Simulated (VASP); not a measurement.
# Sn (Im-3m) in VASP: a series of runs, part 2 of 2

VASP 6.6.1.

## 4. Relaxation of cell and atoms, LDA

This run uses another cell than the first one, of 27.20 Å³/atom, 1.060 times its volume.

INCAR

```
  PREC = Accurate
  ENCUT = 600
  EDIFF = 1E-7
  ISMEAR = -1
  SIGMA = 0.1
  LREAL = F
  LASPH = T
  NELM = 100
  ALGO = Normal
  ISIF = 3
  LWAVE = F
  LCHARG = F
  IBRION = 2
  NSW = 80
  EDIFFG = -0.01
```

KPOINTS

```
Automatic mesh
0
Gamma
  11 11 11
```

POSCAR

```
Sn
1.0
   -1.8946520000      1.8946520000      1.8946520000
    1.8946520000     -1.8946520000      1.8946520000
    1.8946520000      1.8946520000     -1.8946520000
Sn
1
Direct
    0.0000000000      0.0000000000      0.0000000000
```

Potentials or basis: VASP PAW LDA potentials, release 64 (Sn_d).

Started as:

```console
> cat potpaw_LDA.64/Sn_d/POTCAR > POTCAR
> mpirun -np 1 vasp_std > vasp.out
```

OUTCAR:

```text
PREC = Accurate
   ENCUT = 600
   EDIFF = 1E-7
   ISMEAR = -1
   LREAL = F
   LASPH = T
   NELM = 100
   ISIF = 3
   IBRION = 2
   NSW = 80
   EDIFFG = -0.01

 ion  position               nearest neighbor table
   1  0.000  0.000  0.000-

  LATTYP: Found a body centered cubic cell.
 ALAT       =     3.7893040000

  Lattice vectors:

 A1 = (  -1.8946520000,   1.8946520000,   1.8946520000)
 A2 = (   1.8946520000,  -1.8946520000,   1.8946520000)
 A3 = (   1.8946520000,   1.8946520000,  -1.8946520000)

Analysis of symmetry for initial positions (statically):
=====================================================================
 Subroutine PRICEL returns:
 Original cell was already a primitive cell.

 Routine SETGRP: Setting up the symmetry group for a
 body centered cubic supercell.

 Subroutine GETGRP returns: Found 48 space group operations
 (whereof 48 operations were pure point group operations)
 out of a pool of 48 trial point group operations.

The static configuration has the point symmetry O_h .

Analysis of symmetry for dynamics (positions and initial velocities):
=====================================================================
 Subroutine PRICEL returns:
 Original cell was already a primitive cell.

 Routine SETGRP: Setting up the symmetry group for a
 body centered cubic supercell.

 Subroutine GETGRP returns: Found 48 space group operations
 (whereof 48 operations were pure point group operations)
 out of a pool of 48 trial point group operations.

The dynamic configuration has the point symmetry O_h .

 Subroutine INISYM returns: Found 48 space group operations
 (whereof 48 operations are pure point group operations),
 and found     1 'primitive' translations

----------------------------------------------------------------------------------------

                                     Primitive cell

[... 118 lines left out ...]
   LRPA    =     F    only Hartree local field effects (RPA)
 conjugate gradient relaxation of ions
 non-spin polarized calculation
  energy-cutoff  :      600.00
  volume of cell :       27.20
 maximum number of plane-waves:       935
   NGX = 13   NGY = 13   NGZ = 13

--------------------------------------- Ionic step        1  -------------------------------------------

 number of electron      13.9999996 magnetization

 Free energy of the ion-electron system (eV)
  ---------------------------------------------------
  ext. energy  EPLUGINS =         0.00000000
  ---------------------------------------------------
  free energy    TOTEN  =        -4.42772504 eV

  energy without entropy =       -4.40830813  energy(sigma->0) =       -4.41801659

------------------------ aborting loop because EDIFF is reached ----------------------------------------

  FORCE on cell =-STRESS in cart. coord.  units (eV):
  Direction    XX          YY          ZZ          XY          YZ          ZX
  --------------------------------------------------------------------------------------
  -------------------------------------------------------------------------------------
  Total       -0.5098779     -0.5098779     -0.5098779     -0.0000000      0.0000000      0.0000000
  in kB      -30.0281375    -30.0281375    -30.0281375     -0.0000000      0.0000000      0.0000000
  external PRESSURE =     -30.0281375 kB  Pullay stress =       0.0000000 kB
[... 57 lines left out ...]
--------------------------------------- Ionic step        3  -------------------------------------------

 number of electron      14.0000006 magnetization

 Free energy of the ion-electron system (eV)
  ---------------------------------------------------
  ext. energy  EPLUGINS =         0.00000000
  ---------------------------------------------------
  free energy    TOTEN  =        -4.44292200 eV

  energy without entropy =       -4.42276733  energy(sigma->0) =       -4.43284466

 E-fermi :   8.5254     XC(G=0): -10.8756

 val. band max:        8.5064996478   @ k =  -0.4545   0.4545   0.3636
 cond. band min:       8.6178078182   @ k =  -0.2727   0.3636   0.1818
 fundamental gap:      0.1113081704
 Fermi energy:         8.5253847587

 k-point     1 :       0.0000    0.0000    0.0000
  band No.  band energies     occupation
      1     -12.9559      2.00000
      2     -12.9559      2.00000
      3     -12.9559      2.00000
      4     -12.7882      2.00000
      5     -12.7882      2.00000
      6      -2.9986      2.00000
      7      16.9037      0.00000
      8      16.9037      0.00000
      9      16.9037      0.00000
     10      20.8558      0.00000
     11      20.8558      0.00000
[... 309 lines left out ...]
 k-point    24 :       0.3636    0.1818    0.0909
  band No.  band energies     occupation
      1     -12.9737      2.00000
      2     -12.8970      2.00000
      3     -12.7994      2.00000
      4     -12.7953      2.00000
      5     -12.7575      2.00000
      6       2.6480      2.00000
      7       4.8470      2.00000
      8       8.3862      1.60167
      9      10.7430      0.00000
     10      21.2021      0.00000
     11      23.0547      0.00000

 [... further k-points ...]
[... 5 lines left out ...]
  --------------------------------------------------------------------------------------
  -------------------------------------------------------------------------------------
  Total        0.0007121      0.0007121      0.0007121     -0.0000000     -0.0000000      0.0000000
  in kB        0.0444483      0.0444483      0.0444483     -0.0000000     -0.0000000      0.0000000
  external PRESSURE =       0.0444483 kB  Pullay stress =       0.0000000 kB
[... 16 lines left out ...]
  FREE ENERGIE OF THE ION-ELECTRON SYSTEM (eV)
  ---------------------------------------------------
  free  energy   TOTEN  =        -4.4429220023 eV

  energy  without entropy=       -4.4227673275  energy(sigma->0) =       -4.43284466

 reached required accuracy - stopping structural energy minimisation
```

OSZICAR:

```text
N       E                     dE             d eps       ncg     rms          rms(c)
DAV:   1     0.764917060706E+02    0.76492E+02   -0.81930E+03  1244   0.209E+03
DAV:   2     0.249565967052E+00   -0.76242E+02   -0.74515E+02  1270   0.357E+02
DAV:   3    -0.434397211619E+01   -0.45935E+01   -0.45613E+01  1422   0.785E+01
DAV:   4    -0.444058331474E+01   -0.96611E-01   -0.96582E-01  1424   0.123E+01
[... 21 lines left out ...]
DAV:   3    -0.444330338088E+01    0.74108E-02   -0.20896E-02  1828   0.299E+00    0.567E-02
DAV:   4    -0.444295801372E+01    0.34537E-03   -0.54100E-04  1388   0.370E-01    0.165E-02
DAV:   5    -0.444292467832E+01    0.33335E-04   -0.26059E-05  1897   0.563E-02    0.879E-03
DAV:   6    -0.444292207484E+01    0.26035E-05   -0.43615E-06  1370   0.401E-02    0.115E-03
DAV:   7    -0.444292200230E+01    0.72546E-07   -0.64424E-08   805   0.378E-03
   3 F= -.44429220E+01 E0= -.44328447E+01  d E =-.151970E-01
```

It took 28 s on 1 thread of Intel Xeon Platinum 8488C (Sapphire Rapids), shared host; peak memory 0.15 GiB.

Results:

* Free energy: -4.4429 eV
* Relaxed volume: 25.67 Å³/atom
* Relaxed cell: a = 3.219 Å, b = 3.219 Å, c = 3.219 Å, α = 109.47°, β = 109.47°, γ = 109.47°
* Space group after relaxing (to 0.05 Å): Im-3m (No. 229)
* Energy gained by relaxing: 15.2 meV/atom
* Ionic steps: 3
* Pressure after relaxing: 0.0 GPa
* Band gap on the k mesh: zero (band 7 reaches 16.90 eV, above the bottom of band 8 at 5.99 eV)

Step by step:
```csv
step,energy change (eV),largest force (eV/Å),pressure (GPa),volume (Å³)
1,0.0000,0.0000,-3.00,27.20
2,-0.0139,0.0000,1.02,25.25
3,-0.0152,0.0000,0.00,25.67
```

Final structure:
```yaml
crystal:
  lattice:
    - [-1.85826, 1.85826, 1.85826]
    - [1.85826, -1.85826, 1.85826]
    - [1.85826, 1.85826, -1.85826]
  atoms:
    - { symbol: Sn, position: [0.00000, 0.00000, 0.00000] }
```

Caveat: spin-orbit coupling is left out, which moves the levels of the heavy elements.

## 5. Relaxation of cell and atoms, LDA, target pressure 2 GPa, at which the enthalpy is minimised

This run uses another cell than the first one, of 27.20 Å³/atom, 1.060 times its volume.

INCAR

```
PREC     = Accurate       # precision mode
ENCUT    = 600            # plane-wave cutoff, eV
EDIFF    = 1E-6           # SCF threshold, eV
ISMEAR   = -1             # smearing method
SIGMA    = 0.1            # smearing width, eV
LREAL    = F              # projectors in reciprocal space
LASPH    = T              # aspherical terms in the spheres
NELM     = 60             # most SCF steps
ALGO     = Normal         # electronic algorithm
ISIF     = 3              # what is computed and relaxed
LWAVE    = F              # write WAVECAR
LCHARG   = F              # write CHGCAR
IBRION   = 2              # ionic algorithm
NSW      = 80             # ionic steps
EDIFFG   = -0.01          # ionic threshold
PSTRESS  = 20.0
```

KPOINTS

```
regular mesh
0
Gamma
  11 11 11
```

POSCAR is that of step 4.

Started as:

```console
> cat potpaw_LDA.64/Sn_d/POTCAR > POTCAR
> mpirun -np 1 vasp_std > vasp.out
```

It took 25 s on 1 thread of Intel Xeon Platinum 8488C (Sapphire Rapids), shared host; peak memory 0.16 GiB.

The run converged. Its results:

| Property | Result |
| --- | --- |
| Free energy | -4.4381 eV |
| Relaxed volume | 24.87 Å³/atom |
| Relaxed cell | a = 3.185 Å, b = 3.185 Å, c = 3.185 Å, α = 109.47°, β = 109.47°, γ = 109.47° |
| Space group after relaxing (to 0.05 Å) | Im-3m (No. 229) |
| Energy change on relaxing (the enthalpy is what falls) | -10.3 meV/atom |
| Ionic steps | 3 |
| Pressure after relaxing | 2.0 GPa |
| Band gap on the k mesh | zero (band 7 reaches 17.63 eV, above the bottom of band 8 at 6.30 eV) |

Step by step:
```csv
step,energy change (eV),largest force (eV/Å),pressure (GPa),volume (Å³)
1,0.0000,0.0000,-2.98,27.20
2,0.0073,0.0000,4.60,24.01
3,-0.0103,0.0000,2.02,24.87
```

Final structure:
```
CELL_PARAMETERS angstrom
-1.83880 1.83880 1.83880
1.83880 -1.83880 1.83880
1.83880 1.83880 -1.83880
ATOMIC_POSITIONS crystal
Sn 0.00000 0.00000 0.00000
```

Levels at points of the mesh, in eV from the Fermi level:
| k point | band 3 | band 4 | band 5 | band 6 | band 7 | band 8 | band 9 | band 10 | band 11 |
| --- | --- | --- | --- | --- | --- | --- | --- | --- | --- |
| (0.00, 0.00, 0.00) | -21.50 | -21.32 | -21.32 | -11.77 | 8.69 | 8.69 | 8.69 | 12.39 | 12.39 |

Caveat: the cell is relaxed towards a set pressure, so the enthalpy falls and the energy may rise; spin-orbit coupling is left out, which moves the levels of the heavy elements.

## 6. The runs side by side

| task | cell | cutoff (eV) | gap on the mesh (eV) | pressure (GPa) |
| --- | --- | --- | --- | --- |
| single point | a = 3.218 Å, angles 109.5°, 1 atom | 520 | none | 0.0 |
| single point | a = 3.184 Å, angles 109.5°, 1 atom | 520 | none | 2.0 |
| relaxation of cell and atoms | relaxed from a = 3.282 Å, angles 109.5°, 1 atom | 600 | none | 0.0 |
| relaxation of cell and atoms | relaxed to 2 GPa from a = 3.282 Å, angles 109.5°, 1 atom | 600 | none | 2.0 |

Alike in all rows: level LDA; potentials or basis VASP PAW LDA potentials, release 64 (Sn_d); no spin polarisation; k mesh 11 × 11 × 11; smearing fermi-dirac 0.1 eV.

Caveats: spin-orbit coupling is left out, which moves the levels of the heavy elements; the cell is relaxed towards a set pressure, so the enthalpy falls and the energy may rise (some runs).

Total energies depend on the potentials used, so only differences within one code and one set of settings carry meaning.
